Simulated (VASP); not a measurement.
**SiC: phonons with r2SCAN**

The system is SiC.

```
Si C
1.0
     3.04598    0.00000    0.00000
    -1.52299    2.63790    0.00000
     0.00000    0.00000    4.99855
Si C
2 2
Direct
  0.33333 0.66667 0.00461
  0.66667 0.33333 0.50461
  0.33333 0.66667 0.38039
  0.66667 0.33333 0.88039
```

| Property | Result |
| --- | --- |
| Program | VASP 6.6.1 |
| Task | phonons |
| Functional | r2SCAN |
| Potentials or basis | VASP PAW PBE potentials, release 64 (Si, C) |
| Cutoff | 520 eV |
| k mesh | 8 × 8 × 6 |
| Occupations | gaussian, width 0.01 eV |
| Spin | no spin polarisation |
| Dipole correction | no |
| Further INCAR settings | ALGO = Normal; EDIFF = 1e-08; NBANDS = 16; IBRION = 6; POTIM = 0.015; NSW = 1 |

* Highest phonon frequency at Γ, LO-TO splitting left out: 875 cm⁻¹

Phonon frequencies in cm⁻¹ (negative: imaginary):
```
              q point                                frequencies
(0.000, 0.000, 0.000)  0 0 0 271 271 620 794 794 798 828 828 875
```

Wall time 19 min on 1 thread of Intel(R) Xeon(R) Platinum 8375C CPU @ 2.90GHz (Ice Lake), on a shared host, peak memory 0.31 GiB.

Caveat: the cell stands under pressure or tension, which shifts response properties.
